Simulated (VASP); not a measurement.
**InAs: single point with r2SCAN**

Crystal: InAs.

```
In As
1.0
     0.00000    3.14623    3.14623
     3.14623    0.00000    3.14623
     3.14623    3.14623    0.00000
In As
1 1
Direct
  0.00000 0.00000 0.00000
  0.25000 0.25000 0.25000
```

This cell differs from its parent crystal: strain +3.0%.

| Quantity | Value |
| --- | --- |
| Program | VASP 6.6.1 |
| Task | single point |
| Functional | r2SCAN |
| Potentials or basis | VASP PAW PBE potentials, release 64 (In_d, As) |
| Cutoff | 520 eV |
| k mesh | 8 × 8 × 8 |
| Occupations | fermi-dirac, width 0.02 eV |
| Spin | no spin polarisation |

```json
{"Pressure": "-4.1 GPa", "Band gap on the k mesh": "zero (filled and empty bands touch)"}
```

Levels at points of the mesh, in eV from the Fermi level:
```csv
k point,band 6,band 7,band 8,band 9,band 10,band 11,band 12,band 13
"(0.00, 0.00, 0.00)",-11.59,-0.42,-0.01,-0.01,-0.01,4.18,4.18,4.18
"(0.50, 0.00, 0.00)",-10.40,-5.32,-0.87,-0.87,1.02,4.94,4.94,7.03
"(0.50, 0.50, 0.00)",-9.95,-5.46,-2.03,-2.03,1.98,2.27,9.03,9.07
```

Wall time 2 min on 1 thread of Intel Xeon 6975P-C, with other jobs on the host, peak memory 0.23 GiB.

Caveat: the cell differs from its parent crystal (strain +3.0%); the PAW data sets were made with another functional, which shifts forces and pressure a little; spin-orbit coupling is left out, which moves the levels of the heavy elements.
